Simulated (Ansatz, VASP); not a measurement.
# VN2: VASP beside Ansatz

```
V N
1.0
    -2.15075    2.15075    2.49135
     2.15075   -2.15075    2.49135
     2.15075    2.15075   -2.49135
V N
2 4
Direct
  0.25000 0.25000 0.00000
  0.75000 0.75000 0.00000
  0.11510 0.61510 0.73020
  0.61510 0.88490 0.50000
  0.88490 0.38490 0.26980
  0.38490 0.11510 0.50000
```

Alike in both runs: task single point; functional PBE; k mesh 4 × 4 × 4; occupations gaussian, width 0.1 eV; no spin polarisation.

|  | VASP | Ansatz |
| --- | --- | --- |
| version | VASP 6.6.1 | Ansatz 0.2.0 |
| potentials or method | VASP PAW PBE potentials, release 64 (V_sv, N), cutoff 520 eV | scalar-relativistic, plane waves, PAW |
| valence electrons in the cell | 46 | 46 |

Ansatz gave:

* gap on the k mesh at the Fermi level (eV): none
* pressure (GPa): -0.9
* traceless stress, the component that is largest in VASP (GPa): -0.87
* rms of the force components (eV/Å): 0.220

Problem. What did VASP give for the same quantities?

Solution. gap on the k mesh at the Fermi level (eV): none; pressure (GPa): -0.2; traceless stress, the component that is largest in VASP (GPa): -0.99; rms of the force components (eV/Å): 0.200.

Atom by atom the forces differ by 0.020 eV/Å (rms over components). A gap of «none» marks a metal or a gap that the smearing closes.

The k mesh is coarse, so the values compare programs but aren't converged.
